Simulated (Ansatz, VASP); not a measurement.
Ge in VASP and in Ansatz

INCAR

```
SYSTEM = Ge
PREC = Accurate
ENCUT = 520
EDIFF = 1E-6
ISMEAR = 0
SIGMA = 0.1
LREAL = .FALSE.
LASPH = .TRUE.
NELM = 80
ALGO = Normal
ISIF = 2
LWAVE = .FALSE.
LCHARG = .TRUE.
LDIPOL = .TRUE.
IDIPOL = 3
DIPOL = 0.5 0.5 0.500
GGA = PE
IVDW = 12
LELF = .TRUE.
LVHAR = .TRUE.
LVACPOTAV = .TRUE.
NBANDS = 21
```

File KPOINTS:

```
regular mesh
0
G
  12 12 1
  0 0 0
```

File POSCAR:

```
Ge
1.0
    3.7710000000      0.0000000000      0.0000000000
   -1.8855000000      3.2657817977      0.0000000000
    0.0000000000      0.0000000000     28.0000000000
Ge
2
Direct
    0.3333333333      0.6666666667      0.5052321429
    0.6666666667      0.3333333333      0.4947678571
```

Input for Ansatz:

```yaml
crystal:
  lattice:
    - [3.771, 0.0, 0.0]
    - [-1.8855, 3.2657817977, 0.0]
    - [0.0, 0.0, 28.0]
  atoms:
    - { symbol: Ge, position: [0.3333333333, 0.6666666667, 0.5052321429] }
    - { symbol: Ge, position: [0.6666666667, 0.3333333333, 0.4947678571] }
  periodic: [true, true, false]
basis:
  ecutwfc: 420
kpoints:
  mp_grid: { grid: [12, 12, 1] }
hamiltonian:
  xc: pbe
  pseudopotentials: { kind: paw, azcp: { folder: soft_1 } }
  dispersion: d3bj
scf:
  occupations: { method: gaussian, width: 0.1 }
output:
  forces: true
  stress: true
  eigenvalues: true
```

Alike in both runs: task single point; functional PBE; dispersion D3(BJ); k mesh 12 × 12 × 1; occupations gaussian, width 0.1 eV; no spin polarisation.

|  | VASP | Ansatz |
| --- | --- | --- |
| version | VASP 6.6.1 | Ansatz 0.2.0 |
| potentials or method | VASP PAW PBE potentials, release 64 (Ge_d), cutoff 520 eV | scalar-relativistic, plane waves, PAW |
| valence electrons in the cell | 28 | 28 |

|  | VASP | Ansatz | Ansatz less VASP |
| --- | --- | --- | --- |
| gap on the k mesh at the Fermi level (eV) | none | none | - |
| rms of the force components (eV/Å) | 0.547 | 0.555 | +0.0074 |
| work function, face that differs most (eV) | 4.28 | 4.28 | +0.001 |

Atom by atom the forces differ by 0.007 eV/Å (rms over components). A gap of «none» marks a metal or a gap that the smearing closes.
